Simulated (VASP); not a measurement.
# BaZrO3 (Pm-3m) in VASP: notebook

BaZrO3 is run at these levels: PBE; tasks: single point.

Program: VASP 6.6.1. These are calculated values, not measurements. Logs are shortened: lines on timing, memory, paths and dates and some standing lists are left out, and cuts for length are marked.

### 1 The cell of the first run

Symmetry: Pm-3m, No. 221, cubic system. The conventional cell has a = 4.081 Å, b = 4.081 Å, c = 4.081 Å, α = 90.00°, β = 90.00°, γ = 90.00°. Within 3.8 Å of Ba (site symmetry m-3m) lie 12 O at 2.89 Å and 8 Zr at 3.53 Å. Within 2.7 Å of Zr (site symmetry m-3m) lie 6 O at 2.04 Å. O (site symmetry 4/mmm) has 2 Zr at 2.04 Å within 2.7 Å.

### 2 Single point, PBE

Input file INCAR:

```
SYSTEM = BaZrO3
ALGO = Normal
EDIFF = 1E-6
ENCUT = 520
GGA = PE
ISIF = 2
ISMEAR = -1
LASPH = .TRUE.
LCHARG = .FALSE.
LREAL = .FALSE.
LWAVE = .FALSE.
NBANDS = 28
NELM = 60
PREC = Accurate
SIGMA = 0.05
```

Input file KPOINTS:

```
k-points
0
G
  6 6 6
  0 0 0
```

Input file POSCAR:

```
BaZrO3
1.0
    4.0807192300      0.0000000000      0.0000000000
    0.0000000000      4.0807192300      0.0000000000
    0.0000000000      0.0000000000      4.0807192300
Ba Zr O
1 1 3
Direct
    0.0000000000      0.0000000000      0.0000000000
    0.5000000000      0.5000000000      0.5000000000
    0.5000000000      0.5000000000      0.0000000000
    0.5000000000      0.0000000000      0.5000000000
    0.0000000000      0.5000000000      0.5000000000
```

Potentials or basis: VASP PAW PBE potentials, release 64 (Ba_sv, Zr_sv, O).

Started as:

```bash
$ cat potpaw_PBE.64/Ba_sv/POTCAR potpaw_PBE.64/Zr_sv/POTCAR potpaw_PBE.64/O/POTCAR > POTCAR
$ mpirun -np 1 vasp_std > vasp.out
```

OUTCAR:

```text
SYSTEM = BaZrO3
   EDIFF = 1E-6
   ENCUT = 520
   GGA = PE
   ISIF = 2
   ISMEAR = -1
   LASPH = .TRUE.
   LREAL = .FALSE.
   NELM = 60
   PREC = Accurate

 ion  position               nearest neighbor table
   1  0.000  0.000  0.000-   3 2.89   4 2.89   5 2.89   4 2.89   5 2.89   3 2.89   5 2.89   5 2.89
                             3 2.89   4 2.89   4 2.89   3 2.89   2 3.53   2 3.53   2 3.53   2 3.53
   2  0.500  0.500  0.500-   3 2.04   4 2.04   5 2.04   3 2.04   4 2.04   5 2.04   1 3.53   1 3.53
                             1 3.53   1 3.53   1 3.53   1 3.53   1 3.53   1 3.53
   3  0.500  0.500  0.000-   2 2.04   2 2.04   1 2.89   1 2.89   1 2.89   1 2.89
   4  0.500  0.000  0.500-   2 2.04   2 2.04   1 2.89   1 2.89   1 2.89   1 2.89
   5  0.000  0.500  0.500-   2 2.04   2 2.04   1 2.89   1 2.89   1 2.89   1 2.89

  LATTYP: Found a simple cubic cell.
 ALAT       =     4.0807192300

  Lattice vectors:

 A1 = (   4.0807192300,   0.0000000000,   0.0000000000)
 A2 = (   0.0000000000,   4.0807192300,   0.0000000000)
 A3 = (   0.0000000000,   0.0000000000,   4.0807192300)

Analysis of symmetry for initial positions (statically):
=====================================================================
 Subroutine PRICEL returns:
 Original cell was already a primitive cell.

 Routine SETGRP: Setting up the symmetry group for a
 simple cubic supercell.

 Subroutine GETGRP returns: Found 48 space group operations
 (whereof 48 operations were pure point group operations)
 out of a pool of 48 trial point group operations.

The static configuration has the point symmetry O_h .

Analysis of symmetry for dynamics (positions and initial velocities):
=====================================================================
 Subroutine PRICEL returns:
 Original cell was already a primitive cell.

 Routine SETGRP: Setting up the symmetry group for a
 simple cubic supercell.

 Subroutine GETGRP returns: Found 48 space group operations
 (whereof 48 operations were pure point group operations)
 out of a pool of 48 trial point group operations.

The dynamic configuration has the point symmetry O_h .

 Subroutine INISYM returns: Found 48 space group operations
 (whereof 48 operations are pure point group operations),
 and found     1 'primitive' translations

----------------------------------------------------------------------------------------

                                     Primitive cell

  volume of cell :      67.9532

  direct lattice vectors                    reciprocal lattice vectors
     4.080719230  0.000000000  0.000000000     0.245054840  0.000000000  0.000000000
     0.000000000  4.080719230  0.000000000     0.000000000  0.245054840  0.000000000
     0.000000000  0.000000000  4.080719230     0.000000000  0.000000000  0.245054840

  length of vectors
     4.080719230  4.080719230  4.080719230     0.245054840  0.245054840  0.245054840

  position of ions in fractional coordinates (direct lattice)
     0.000000000  0.000000000  0.000000000
     0.500000000  0.500000000  0.500000000
     0.500000000  0.500000000  0.000000000
     0.500000000  0.000000000  0.500000000
     0.000000000  0.500000000  0.500000000

  ion indices of the primitive-cell ions
   primitive index   ion index
                 1           1
                 2           2
                 3           3
                 4           4
                 5           5

----------------------------------------------------------------------------------------

 KPOINTS: k-points

Automatic generation of k-mesh.
 Grid dimensions read from file:
 generate k-points for:    6    6    6

 Generating k-lattice:

  Cartesian coordinates                     Fractional coordinates (reciprocal lattice)
     0.040842473  0.000000000  0.000000000     0.166666667  0.000000000  0.000000000
     0.000000000  0.040842473  0.000000000     0.000000000  0.166666667  0.000000000
     0.000000000  0.000000000  0.040842473     0.000000000  0.000000000  0.166666667

  Length of vectors
     0.040842473  0.040842473  0.040842473

  Shift w.r.t. Gamma in fractional coordinates (k-lattice)
     0.000000000  0.000000000  0.000000000

 Subroutine IBZKPT returns following result:
 ===========================================

 Found     20 irreducible k-points:

 Following reciprocal coordinates:
            Coordinates               Weight
  0.000000  0.000000  0.000000      1.000000
  0.166667  0.000000  0.000000      6.000000
  0.333333  0.000000  0.000000      6.000000
  0.500000  0.000000  0.000000      3.000000
  0.166667  0.166667  0.000000     12.000000
  0.333333  0.166667  0.000000     24.000000
[... 12 lines left out ...]
  0.500000  0.500000  0.333333      6.000000
  0.500000  0.500000  0.500000      1.000000
   k-points           NKPTS =     20   k-points in BZ     NKDIM =     20   number of bands    NBANDS=     28
   number of dos      NEDOS =    301   number of ions     NIONS =      5
   total plane-waves  NPLWV =  27000
   dimension x,y,z NGX =    30 NGY =   30 NGZ =   30
   dimension x,y,z NGXF=    60 NGYF=   60 NGZF=   60
   ions per type =               1   1   3
   NGX,Y,Z   is equivalent  to a cutoff of  12.22, 12.22, 12.22 a.u.
   NGXF,Y,Z  is equivalent  to a cutoff of  24.44, 24.44, 24.44 a.u.
 SYSTEM =  BaZrO3
   PREC   = accura    normal or accurate (medium, high low for compatibility)
   ISTART =      0    job   : 0-new  1-cont  2-samecut
   ICHARG =      2    charge: 1-file 2-atom 10-const
   ISPIN  =      1    spin polarized calculation?
   LNONCOLLINEAR =      F non collinear calculations
   LSORBIT =      F    spin-orbit coupling
   LASPH  =      T    aspherical Exc in radial PAW
   ENCUT  =  520.0 eV  38.22 Ry    6.18 a.u.   7.59  7.59  7.59*2*pi/ulx,y,z
   NELM   =     60;   NELMIN=  2; NELMDL= -5     # of ELM steps
   EDIFF  = 0.1E-05   stopping-criterion for ELM
   LREAL  =      F    real-space projection
   EDIFFG = 0.1E-04   stopping-criterion for IOM
   NSW    =      0    number of steps for IOM
   IBRION =     -1    ionic relax: 0-MD 1-quasi-New 2-CG
   NFREE  =      0    steps in history (QN), initial steepest desc. (CG)
   ISIF   =      2    stress and relaxation
   ISYM   =      2    0-nonsym 1-usesym 2-fastsym
   POTIM  = 0.5000    time-step for ionic-motion
   TEBEG  =    0.0;   TEEND  =   0.0 temperature during run
   PSTRESS=    0.0 pullay stress
   NELECT =      40.0000    total number of electrons
   NUPDOWN=      -1.0000    fix difference up-down
   EMIN   =  10.00;   EMAX   =-10.00  energy-range for DOS
   EFERMI =   0.00;   METHOD = LEGACY
   ISMEAR =    -1;   SIGMA  =   0.05  broadening in eV -4-tet -1-fermi 0-gaus
   EFERMI_NEDOS =   21; number of points for ismear=-14 and -15
   IALGO  =     38    algorithm
   IMIX   =      4    mixing-type and parameters
     AMIX     =   0.40;   BMIX     =  1.00
     AMIX_MAG =   1.60;   BMIX_MAG =  1.00
  volume/ion in A,a.u.               =      13.59        91.71
  Fermi-wavevector in a.u.,A,eV,Ry     =   1.372013  2.592728 25.611861  1.882419
  Thomas-Fermi vector in A             =   2.497658
   LORBIT       =      0    0 simple, 1 ext, 2 COOP (PROOUT), +10 PAW based schemes
   GGA     = PE    functional components
   LHFCALC =     F    Hartree Fock is set to
   AEXX    =    0.0000 exact exchange contribution
   IVDW    =     0    specifies the selected vdW correction
   LEPSILON=     F    determine dielectric tensor
   LRPA    =     F    only Hartree local field effects (RPA)
 non-spin polarized calculation
  energy-cutoff  :      520.00
  volume of cell :       67.95
 maximum number of plane-waves:      1856
   NGX = 15   NGY = 15   NGZ = 15

 number of electron      39.9999978 magnetization

 Free energy of the ion-electron system (eV)
  ---------------------------------------------------
  ext. energy  EPLUGINS =         0.00000000
  ---------------------------------------------------
  free energy    TOTEN  =       -41.22907465 eV

  energy without entropy =      -41.22907465  energy(sigma->0) =      -41.22907465

 E-fermi :   5.5075     XC(G=0): -11.1826

 val. band max:        4.3845908974   @ k =   0.5000   0.5000   0.5000
 cond. band min:       7.7382583593   @ k =   0.0000   0.0000   0.0000
 fundamental gap:      3.3536674619
 Fermi energy:         5.5075398838

 k-point     1 :       0.0000    0.0000    0.0000
  band No.  band energies     occupation
      1     -42.1339      2.00000
      2     -20.7012      2.00000
      3     -20.4172      2.00000
      4     -20.4172      2.00000
      5     -20.4172      2.00000
      6     -12.1115      2.00000
[... 20 lines left out ...]
     27      12.7187      0.00000
     28      12.7187      0.00000

 k-point     2 :       0.1667    0.0000    0.0000
  band No.  band energies     occupation
      1     -42.1325      2.00000
      2     -20.7808      2.00000
      3     -20.4145      2.00000
      4     -20.4145      2.00000
      5     -20.4088      2.00000
      6     -12.1537      2.00000
[... 20 lines left out ...]
     27      12.7223      0.00000
     28      13.0524      0.00000

 k-point     3 :       0.3333    0.0000    0.0000
  band No.  band energies     occupation
      1     -42.1298      2.00000
      2     -20.9425      2.00000
      3     -20.4091      2.00000
      4     -20.4091      2.00000
      5     -20.3784      2.00000
      6     -12.3206      2.00000
[... 20 lines left out ...]
     27      12.7255      0.00000
     28      13.1253      0.00000

 k-point     4 :       0.5000    0.0000    0.0000
  band No.  band energies     occupation
      1     -42.1285      2.00000
      2     -21.0212      2.00000
      3     -20.4064      2.00000
      4     -20.4064      2.00000
      5     -20.3603      2.00000
      6     -12.4058      2.00000
[... 20 lines left out ...]
     27      12.7218      0.00000
     28      13.4391      0.00000

 k-point     5 :       0.1667    0.1667    0.0000
  band No.  band energies     occupation
      1     -42.1312      2.00000
      2     -20.8007      2.00000
      3     -20.5120      2.00000
      4     -20.4119      2.00000
      5     -20.3647      2.00000
      6     -12.1092      2.00000
[... 20 lines left out ...]
     27      12.9851      0.00000
     28      13.1939      0.00000

 k-point     6 :       0.3333    0.1667    0.0000
  band No.  band energies     occupation
      1     -42.1285      2.00000
      2     -20.9068      2.00000
      3     -20.5325      2.00000
      4     -20.4066      2.00000
      5     -20.3734      2.00000
      6     -12.1878      2.00000
[... 339 lines left out ...]
      5     -20.4745      2.00000
      6     -11.1845      2.00000
[... 20 lines left out ...]
     27      13.1466      0.00000
     28      13.1466      0.00000

 k-point    18 :       0.5000    0.3333    0.3333
  band No.  band energies     occupation
      1     -42.1204      2.00000
      2     -20.7924      2.00000
      3     -20.6801      2.00000
      4     -20.6765      2.00000
      5     -20.5089      2.00000
      6     -11.1219      2.00000
[... 20 lines left out ...]
     27      13.1439      0.00000
     28      13.8627      0.00000

 k-point    19 :       0.5000    0.5000    0.3333
  band No.  band energies     occupation
      1     -42.1191      2.00000
      2     -20.7641      2.00000
      3     -20.7641      2.00000
      4     -20.6746      2.00000
      5     -20.5216      2.00000
      6     -11.0098      2.00000
[... 20 lines left out ...]
     27      13.4189      0.00000
     28      14.2116      0.00000

 k-point    20 :       0.5000    0.5000    0.5000
  band No.  band energies     occupation
      1     -42.1178      2.00000
      2     -20.7601      2.00000
      3     -20.7601      2.00000
      4     -20.7601      2.00000
      5     -20.5084      2.00000
      6     -10.6329      2.00000
[... 20 lines left out ...]
     27      14.0696      0.00000
     28      14.0696      0.00000

------------------------ aborting loop because EDIFF is reached ----------------------------------------

  FORCE on cell =-STRESS in cart. coord.  units (eV):
  Direction    XX          YY          ZZ          XY          YZ          ZX
  --------------------------------------------------------------------------------------
  -------------------------------------------------------------------------------------
  Total        9.0998101      9.0998101      9.0998101      0.0000000     -0.0000000      0.0000000
  in kB      214.5520995    214.5520995    214.5520995      0.0000000     -0.0000000      0.0000000
  external PRESSURE =     214.5520995 kB  Pullay stress =       0.0000000 kB

 VOLUME and BASIS-vectors are now :
 -----------------------------------------------------------------------------
  energy-cutoff  :      520.00
  volume of cell :       67.95
      direct lattice vectors                 reciprocal lattice vectors
     4.080719230  0.000000000  0.000000000     0.245054840  0.000000000  0.000000000
     0.000000000  4.080719230  0.000000000     0.000000000  0.245054840  0.000000000
     0.000000000  0.000000000  4.080719230     0.000000000  0.000000000  0.245054840

 POSITION                                       TOTAL-FORCE (eV/Angst)
 -----------------------------------------------------------------------------------
      0.00000      0.00000      0.00000         0.000000      0.000000      0.000000
      2.04036      2.04036      2.04036         0.000000      0.000000      0.000000
      2.04036      2.04036      0.00000         0.000000      0.000000      0.000000
      2.04036      0.00000      2.04036         0.000000      0.000000      0.000000
      0.00000      2.04036      2.04036         0.000000      0.000000      0.000000
 -----------------------------------------------------------------------------------
    total drift:                                0.000000      0.000000     -0.000000

  FREE ENERGIE OF THE ION-ELECTRON SYSTEM (eV)
  ---------------------------------------------------
  free  energy   TOTEN  =       -41.2290746507 eV

  energy  without entropy=      -41.2290746506  energy(sigma->0) =      -41.22907465
```

Run time: 41 s. Hardware: 1 thread of Intel Xeon 8259CL, shared host; peak memory 0.19 GiB.

Results:

```yaml
Free_energy: -41.2291 eV
Pressure: 21.5 GPa
Band_gap_on_the_k_mesh: 3.35 eV (least direct gap 3.46 eV)
```

Caveat: the cell stands under pressure; spin-orbit coupling is left out, which moves the levels of the heavy elements.

(Part 1 of 2 ends here.)
